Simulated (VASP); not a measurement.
# LiH in VASP: a series of runs

LiH is run at these levels: PBE; tasks: single point.

All numbers are computed with VASP 6.6.1; they aren't measurements. Logs are shortened: lines on timing, memory, paths and dates and some standing lists are left out, and cuts for length are marked.

### Step 1. The cell of the first run

The structure is cubic, space group Fm-3m (No. 225). The conventional cell has a = 3.926 Å, b = 3.926 Å, c = 3.926 Å, α = 90.00°, β = 90.00°, γ = 90.00°. Within 2.6 Å of Li (site symmetry m-3m) lie 6 H at 1.96 Å. Within 2.6 Å of H (site symmetry m-3m) lie 6 Li at 1.96 Å.

### Step 2. Single point, PBE (strain -2.0%)

Input file INCAR:

```
PREC     = Accurate       # precision mode
ENCUT    = 520            # plane-wave cutoff, eV
EDIFF    = 1E-6           # SCF threshold, eV
ISMEAR   = 0              # smearing method
SIGMA    = 0.01           # smearing width, eV
LREAL    = False          # projectors in reciprocal space
LASPH    = True           # aspherical terms in the spheres
NELM     = 60             # most SCF steps
ALGO     = Normal         # electronic algorithm
ISIF     = 2              # what is computed and relaxed
LWAVE    = False          # write WAVECAR
LCHARG   = True           # write CHGCAR
GGA      = PE             # functional
LELF     = True           # ELF
LVHAR    = True         
NBANDS   = 9              # bands
```

Input file KPOINTS:

```
regular mesh
0
Gamma
  6 6 6
```

Input file POSCAR:

```
LiH
1.0
    0.0000000000      1.9629349443      1.9629349443
    1.9629349443      0.0000000000      1.9629349443
    1.9629349443      1.9629349443      0.0000000000
Li H
1 1
Direct
    0.0000000000      0.0000000000      0.0000000000
    0.5000000000      0.5000000000      0.5000000000
```

Potentials or basis: VASP PAW PBE potentials, release 64 (Li_sv, H).

On the command line:

```bash
> cat potpaw_PBE.64/Li_sv/POTCAR potpaw_PBE.64/H/POTCAR > POTCAR
> mpirun -np 1 vasp_std > vasp.out
```

OUTCAR:

```text
PREC = Accurate
   ENCUT = 520
   EDIFF = 1E-6
   ISMEAR = 0
   LREAL = False
   LASPH = True
   NELM = 60
   ISIF = 2
   GGA = PE

 ion  position               nearest neighbor table
   1  0.000  0.000  0.000-
   2  0.500  0.500  0.500-

  LATTYP: Found a face centered cubic cell.
 ALAT       =     3.9258698886

  Lattice vectors:

 A1 = (   0.0000000000,   1.9629349443,   1.9629349443)
 A2 = (   1.9629349443,   0.0000000000,   1.9629349443)
 A3 = (   1.9629349443,   1.9629349443,   0.0000000000)

Analysis of symmetry for initial positions (statically):
=====================================================================
 Subroutine PRICEL returns:
 Original cell was already a primitive cell.

 Routine SETGRP: Setting up the symmetry group for a
 face centered cubic supercell.

 Subroutine GETGRP returns: Found 48 space group operations
 (whereof 48 operations were pure point group operations)
 out of a pool of 48 trial point group operations.

The static configuration has the point symmetry O_h .

Analysis of symmetry for dynamics (positions and initial velocities):
=====================================================================
 Subroutine PRICEL returns:
 Original cell was already a primitive cell.

 Routine SETGRP: Setting up the symmetry group for a
 face centered cubic supercell.

 Subroutine GETGRP returns: Found 48 space group operations
 (whereof 48 operations were pure point group operations)
 out of a pool of 48 trial point group operations.

The dynamic configuration has the point symmetry O_h .

 Subroutine INISYM returns: Found 48 space group operations
 (whereof 48 operations are pure point group operations),
 and found     1 'primitive' translations

----------------------------------------------------------------------------------------

                                     Primitive cell

  volume of cell :      15.1268

  direct lattice vectors                    reciprocal lattice vectors
     0.000000000  1.962934944  1.962934944    -0.254720617  0.254720617  0.254720617
     1.962934944  0.000000000  1.962934944     0.254720617 -0.254720617  0.254720617
     1.962934944  1.962934944  0.000000000     0.254720617  0.254720617 -0.254720617

  length of vectors
     2.776009220  2.776009220  2.776009220     0.441189050  0.441189050  0.441189050

  position of ions in fractional coordinates (direct lattice)
     0.000000000  0.000000000  0.000000000
     0.500000000  0.500000000  0.500000000

  ion indices of the primitive-cell ions
   primitive index   ion index
                 1           1
                 2           2

----------------------------------------------------------------------------------------

 KPOINTS: regular mesh

Automatic generation of k-mesh.
 Grid dimensions read from file:
 generate k-points for:    6    6    6

 Generating k-lattice:

  Cartesian coordinates                     Fractional coordinates (reciprocal lattice)
    -0.042453436  0.042453436  0.042453436     0.166666667  0.000000000  0.000000000
     0.042453436 -0.042453436  0.042453436     0.000000000  0.166666667  0.000000000
     0.042453436  0.042453436 -0.042453436     0.000000000  0.000000000  0.166666667

  Length of vectors
     0.073531508  0.073531508  0.073531508

  Shift w.r.t. Gamma in fractional coordinates (k-lattice)
     0.000000000  0.000000000  0.000000000

 Subroutine IBZKPT returns following result:
 ===========================================

 Found     16 irreducible k-points:

 Following reciprocal coordinates:
            Coordinates               Weight
  0.000000  0.000000  0.000000      1.000000
  0.166667  0.000000  0.000000      8.000000
  0.333333  0.000000  0.000000      8.000000
  0.500000  0.000000  0.000000      4.000000
  0.166667  0.166667  0.000000      6.000000
  0.333333  0.166667  0.000000     24.000000
[... 8 lines left out ...]
 -0.333333  0.333333  0.166667     24.000000
 -0.333333  0.500000  0.166667     12.000000
   k-points           NKPTS =     16   k-points in BZ     NKDIM =     16   number of bands    NBANDS=      9
   number of dos      NEDOS =    301   number of ions     NIONS =      2
   total plane-waves  NPLWV =  13824
   dimension x,y,z NGX =    24 NGY =   24 NGZ =   24
   dimension x,y,z NGXF=    48 NGYF=   48 NGZF=   48
   ions per type =               1   1
   NGX,Y,Z   is equivalent  to a cutoff of  14.37, 14.37, 14.37 a.u.
   NGXF,Y,Z  is equivalent  to a cutoff of  28.75, 28.75, 28.75 a.u.
 SYSTEM =  unknown system
   PREC   = accura    normal or accurate (medium, high low for compatibility)
   ISTART =      0    job   : 0-new  1-cont  2-samecut
   ICHARG =      2    charge: 1-file 2-atom 10-const
   ISPIN  =      1    spin polarized calculation?
   LNONCOLLINEAR =      F non collinear calculations
   LSORBIT =      F    spin-orbit coupling
   LASPH  =      T    aspherical Exc in radial PAW
   ENCUT  =  520.0 eV  38.22 Ry    6.18 a.u.   5.16  5.16  5.16*2*pi/ulx,y,z
   NELM   =     60;   NELMIN=  2; NELMDL= -5     # of ELM steps
   EDIFF  = 0.1E-05   stopping-criterion for ELM
   LREAL  =      F    real-space projection
   EDIFFG = 0.1E-04   stopping-criterion for IOM
   NSW    =      0    number of steps for IOM
   IBRION =     -1    ionic relax: 0-MD 1-quasi-New 2-CG
   NFREE  =      0    steps in history (QN), initial steepest desc. (CG)
   ISIF   =      2    stress and relaxation
   ISYM   =      2    0-nonsym 1-usesym 2-fastsym
   POTIM  = 0.5000    time-step for ionic-motion
   TEBEG  =    0.0;   TEEND  =   0.0 temperature during run
   PSTRESS=    0.0 pullay stress
   NELECT =       4.0000    total number of electrons
   NUPDOWN=      -1.0000    fix difference up-down
   EMIN   =  10.00;   EMAX   =-10.00  energy-range for DOS
   EFERMI =   0.00;   METHOD = LEGACY
   ISMEAR =     0;   SIGMA  =   0.01  broadening in eV -4-tet -1-fermi 0-gaus
   EFERMI_NEDOS =   21; number of points for ismear=-14 and -15
   IALGO  =     38    algorithm
   IMIX   =      4    mixing-type and parameters
     AMIX     =   0.40;   BMIX     =  1.00
     AMIX_MAG =   1.60;   BMIX_MAG =  1.00
  volume/ion in A,a.u.               =       7.56        51.04
  Fermi-wavevector in a.u.,A,eV,Ry     =   1.050781  1.985688 15.022749  1.104141
  Thomas-Fermi vector in A             =   2.185798
   LORBIT       =      0    0 simple, 1 ext, 2 COOP (PROOUT), +10 PAW based schemes
   GGA     = PE    functional components
   LHFCALC =     F    Hartree Fock is set to
   AEXX    =    0.0000 exact exchange contribution
   IVDW    =     0    specifies the selected vdW correction
   LEPSILON=     F    determine dielectric tensor
   LRPA    =     F    only Hartree local field effects (RPA)
 non-spin polarized calculation
 Gauss-broadening in eV      SIGMA  =   0.01
  energy-cutoff  :      520.00
  volume of cell :       15.13
 maximum number of plane-waves:       419
 NGX is ok and might be reduce to    24
   NGX = 11   NGY = 11   NGZ = 11

 number of electron       4.0000000 magnetization

 Free energy of the ion-electron system (eV)
  ---------------------------------------------------
  ext. energy  EPLUGINS =         0.00000000
  ---------------------------------------------------
  free energy    TOTEN  =        -6.11866772 eV

  energy without entropy =       -6.11866772  energy(sigma->0) =       -6.11866772

 E-fermi :   0.5544     XC(G=0):  -8.7138

 val. band max:        0.3971176630   @ k =   0.5000   0.5000   0.0000
 cond. band min:       3.3241816189   @ k =   0.5000   0.5000   0.0000
 fundamental gap:      2.9270639559
 Fermi energy:         0.5544307896

 k-point     1 :       0.0000    0.0000    0.0000
  band No.  band energies     occupation
      1     -43.8483      2.00000
      2      -5.2780      2.00000
      3      17.3109      0.00000
      4      18.9339      0.00000
      5      18.9339      0.00000
      6      18.9339      0.00000
      7      23.7677      0.00000
      8      23.7677      0.00000
      9      23.7677      0.00000

 k-point     2 :       0.1667    0.0000    0.0000
  band No.  band energies     occupation
      1     -43.8335      2.00000
      2      -4.7823      2.00000
      3      13.3752      0.00000
      4      17.0991      0.00000
      5      18.0636      0.00000
      6      18.0636      0.00000
      7      23.6889      0.00000
      8      25.1010      0.00000
      9      25.1010      0.00000

 k-point     3 :       0.3333    0.0000    0.0000
  band No.  band energies     occupation
      1     -43.8042      2.00000
      2      -3.4516      2.00000
      3       7.9585      0.00000
      4      15.2901      0.00000
      5      17.4092      0.00000
      6      17.4092      0.00000
      7      21.6907      0.00000
      8      21.6907      0.00000
      9      26.3994      0.00000

 k-point     4 :       0.5000    0.0000    0.0000
  band No.  band energies     occupation
      1     -43.7896      2.00000
      2      -2.4183      2.00000
      3       5.4698      0.00000
      4      14.6079      0.00000
      5      17.4751      0.00000
      6      17.4751      0.00000
      7      20.1049      0.00000
      8      20.1049      0.00000
      9      28.8548      0.00000
[... 109 lines left out ...]
 k-point    14 :       0.5000    0.3333    0.1667
  band No.  band energies     occupation
      1     -43.7855      2.00000
      2      -2.0065      2.00000
      3       7.7974      0.00000
      4       8.5979      0.00000
      5      13.7715      0.00000
      6      18.3617      0.00000
      7      21.9146      0.00000
      8      26.5522      0.00000
      9      30.7095      0.00000

 k-point    15 :      -0.3333    0.3333    0.1667
  band No.  band energies     occupation
      1     -43.7760      2.00000
      2      -0.7981      2.00000
      3       5.6540      0.00000
      4       7.6304      0.00000
      5      13.3812      0.00000
      6      17.9820      0.00000
      7      25.1472      0.00000
      8      26.9672      0.00000
      9      29.0198      0.00000

 k-point    16 :      -0.3333    0.5000    0.1667
  band No.  band energies     occupation
      1     -43.7716      2.00000
      2       0.1953      2.00000
      3       4.3880      0.00000
      4       7.5394      0.00000
      5      12.4075      0.00000
      6      18.6826      0.00000
      7      20.8744      0.00000
      8      30.3506      0.00000
      9      30.7076      0.00000

------------------------ aborting loop because EDIFF is reached ----------------------------------------

  FORCE on cell =-STRESS in cart. coord.  units (eV):
  Direction    XX          YY          ZZ          XY          YZ          ZX
  --------------------------------------------------------------------------------------
  -------------------------------------------------------------------------------------
  Total        0.2100251      0.2100251      0.2100251      0.0000000      0.0000000     -0.0000000
  in kB       22.2450807     22.2450807     22.2450807      0.0000000      0.0000000     -0.0000000
  external PRESSURE =      22.2450807 kB  Pullay stress =       0.0000000 kB

 VOLUME and BASIS-vectors are now :
 -----------------------------------------------------------------------------
  energy-cutoff  :      520.00
  volume of cell :       15.13
      direct lattice vectors                 reciprocal lattice vectors
     0.000000000  1.962934944  1.962934944    -0.254720617  0.254720617  0.254720617
     1.962934944  0.000000000  1.962934944     0.254720617 -0.254720617  0.254720617
     1.962934944  1.962934944  0.000000000     0.254720617  0.254720617 -0.254720617

 POSITION                                       TOTAL-FORCE (eV/Angst)
 -----------------------------------------------------------------------------------
      0.00000      0.00000      0.00000         0.000000     -0.000000      0.000000
      1.96293      1.96293      1.96293        -0.000000      0.000000      0.000000
 -----------------------------------------------------------------------------------
    total drift:                                0.000000     -0.000000     -0.000000

  FREE ENERGIE OF THE ION-ELECTRON SYSTEM (eV)
  ---------------------------------------------------
  free  energy   TOTEN  =        -6.1186677203 eV

  energy  without entropy=       -6.1186677203  energy(sigma->0) =       -6.11866772
```

Run time: 4.2 s. Hardware: 1 thread of Intel Xeon Platinum 8259CL at 2.50GHz (Skylake/Cascade Lake), shared host; peak memory 0.13 GiB.

Results:

* Free energy: -6.1187 eV
* Band gap on the k mesh: 2.93 eV

Caveat: the k points lie up to 0.46 Å⁻¹ apart; the cell differs from its parent crystal (strain -2.0%); the cutoff is under 1.25 times the usual one of these potentials, so pressure, stress and relaxed cells hold a basis-set (Pulay) error.

### Step 3. Single point, PBE (epitaxial xy strain -5.0%)

Input file INCAR:

```
PREC = Accurate
ENCUT = 520
EDIFF = 1E-7
ISMEAR = 0
SIGMA = 0.01
LREAL = F
LASPH = T
NELM = 80
ALGO = Normal
ISIF = 2
LWAVE = F
LCHARG = T
GGA = PE
LELF = T
LVHAR = T
NBANDS = 9
```

Input file KPOINTS:

```
Automatic mesh
0
Gamma
  6 6 6
```

Input file POSCAR:

```
LiH
1.0
    0.0000000000      1.9028450990      2.0312150648
    1.9028450990      0.0000000000      2.0312150648
    1.9028450990      1.9028450990      0.0000000000
Li H
1 1
Direct
    0.0000000000      0.0000000000      0.0000000000
    0.5000000000      0.5000000000      0.5000000000
```

Potentials or basis: VASP PAW PBE potentials, release 64 (Li_sv, H).

On the command line:

```bash
> cat potpaw_PBE.64/Li_sv/POTCAR potpaw_PBE.64/H/POTCAR > POTCAR
> mpirun -np 1 vasp_std > vasp.out
```

OUTCAR:

```text
PREC = Accurate
   ENCUT = 520
   EDIFF = 1E-7
   ISMEAR = 0
   LREAL = F
   LASPH = T
   NELM = 80
   ISIF = 2
   GGA = PE

 ion  position               nearest neighbor table
   1  0.000  0.000  0.000-
   2  0.500  0.500  0.500-

  LATTYP: Found a body centered tetragonal cell.
 ALAT       =     2.6910293461
 C/A-ratio  =     1.5096194085

  Lattice vectors:

 A1 = (  -1.9028450990,   0.0000000000,   2.0312150648)
 A2 = (   1.9028450990,   0.0000000000,   2.0312150648)
[... 464 lines left out ...]
      3       5.6515      0.00000
      4       9.5904      0.00000
      5      12.2509      0.00000
      6      17.7497      0.00000
      7      19.8743      0.00000
      8      30.7915      0.00000
      9      34.4284      0.00000

 [... further k-points ...]
[... 5 lines left out ...]
  --------------------------------------------------------------------------------------
  -------------------------------------------------------------------------------------
  Total        0.5370238      0.5370238     -0.0131322      0.0000000     -0.0000000      0.0000000
  in kB       58.4939977     58.4939977     -1.4303936      0.0000000     -0.0000000      0.0000000
  external PRESSURE =      38.5192006 kB  Pullay stress =       0.0000000 kB

 VOLUME and BASIS-vectors are now :
 -----------------------------------------------------------------------------
  energy-cutoff  :      520.00
  volume of cell :       14.71
      direct lattice vectors                 reciprocal lattice vectors
     0.000000000  1.902845099  2.031215065    -0.262764426  0.262764426  0.246158080
     1.902845099  0.000000000  2.031215065     0.262764426 -0.262764426  0.246158080
     1.902845099  1.902845099  0.000000000     0.262764426  0.262764426 -0.246158080

 POSITION                                       TOTAL-FORCE (eV/Angst)
 -----------------------------------------------------------------------------------
      0.00000      0.00000      0.00000         0.000000      0.000000      0.000000
      1.90285      1.90285      2.03122         0.000000     -0.000000     -0.000000
 -----------------------------------------------------------------------------------
    total drift:                                0.000000     -0.000000     -0.000000

  FREE ENERGIE OF THE ION-ELECTRON SYSTEM (eV)
  ---------------------------------------------------
  free  energy   TOTEN  =        -6.0983068654 eV

  energy  without entropy=       -6.0983068654  energy(sigma->0) =       -6.09830687
```

OSZICAR:

```text
N       E                     dE             d eps       ncg     rms          rms(c)
DAV:   1    -0.127630603306E+01   -0.12763E+01   -0.15927E+03   548   0.406E+02
DAV:   2    -0.629028269974E+01   -0.50140E+01   -0.49899E+01   758   0.583E+01
DAV:   3    -0.635074227566E+01   -0.60460E-01   -0.60425E-01   635   0.555E+00
DAV:   4    -0.635100208465E+01   -0.25981E-03   -0.25978E-03   741   0.324E-01
DAV:   5    -0.635100321208E+01   -0.11274E-05   -0.11274E-05   673   0.170E-02    0.295E+00
DAV:   6    -0.616144913799E+01    0.18955E+00   -0.14546E-01   634   0.121E+00    0.150E+00
DAV:   7    -0.609662424614E+01    0.64825E-01   -0.19268E-01   635   0.157E+00    0.226E-01
DAV:   8    -0.609831403448E+01   -0.16898E-02   -0.37875E-03   659   0.418E-01    0.379E-02
DAV:   9    -0.609830552229E+01    0.85122E-05   -0.11343E-04   703   0.478E-02    0.509E-03
DAV:  10    -0.609830629652E+01   -0.77423E-06   -0.42973E-06   616   0.152E-02    0.190E-03
DAV:  11    -0.609830644696E+01   -0.15045E-06   -0.14563E-07   725   0.180E-03    0.234E-04
DAV:  12    -0.609830671635E+01   -0.26939E-06   -0.39542E-09   340   0.501E-04    0.127E-04
DAV:  13    -0.609830686827E+01   -0.15191E-06   -0.24539E-09   317   0.330E-04    0.241E-05
DAV:  14    -0.609830686541E+01    0.28525E-08   -0.65377E-10   312   0.206E-04
   1 F= -.60983069E+01 E0= -.60983069E+01  d E =0.000000E+00
```

stdout:

```text
POSCAR found type information on POSCAR LiH
 POSCAR found :  2 types and       2 ions
 scaLAPACK will be used
 LDA part: xc-table for (Slater+PW92), standard interpolation
 POSCAR, INCAR and KPOINTS ok, starting setup
 FFT: planning ... GRIDC
 FFT: planning ... GRID_SOFT
 FFT: planning ... GRID
 WAVECAR not read
 entering main loop
```

It took 5.4 s on 1 thread of Intel Xeon Platinum 8259CL at 2.50GHz (Skylake/Cascade Lake), shared host; peak memory 0.12 GiB.

Results:

| Quantity | Value |
| --- | --- |
| Free energy | -6.0983 eV |
| Band gap on the k mesh | 2.14 eV (least direct gap 2.67 eV) |

Levels at points of the mesh, in eV from the valence-band top:
```tsv
k point	band 1	band 2	band 3	band 4	band 5
(0.00, 0.00, 0.00)	-44.40	-5.95	16.99	18.51	18.51
(0.50, 0.00, 0.00)	-44.33	-3.08	4.99	13.96	16.92
(0.50, 0.50, 0.00)	-44.32	-0.53	2.14	11.85	11.85
(0.50, 0.00, 0.50)	-44.31	0.00	3.05	10.46	11.05
```

Caveat: the k points lie up to 0.47 Å⁻¹ apart; the cell differs from its parent crystal (epitaxial xy strain -5.0%); the cutoff is under 1.25 times the usual one of these potentials, so pressure, stress and relaxed cells hold a basis-set (Pulay) error. A k mesh can miss the band edges.

(Part 1 of 2 ends here.)
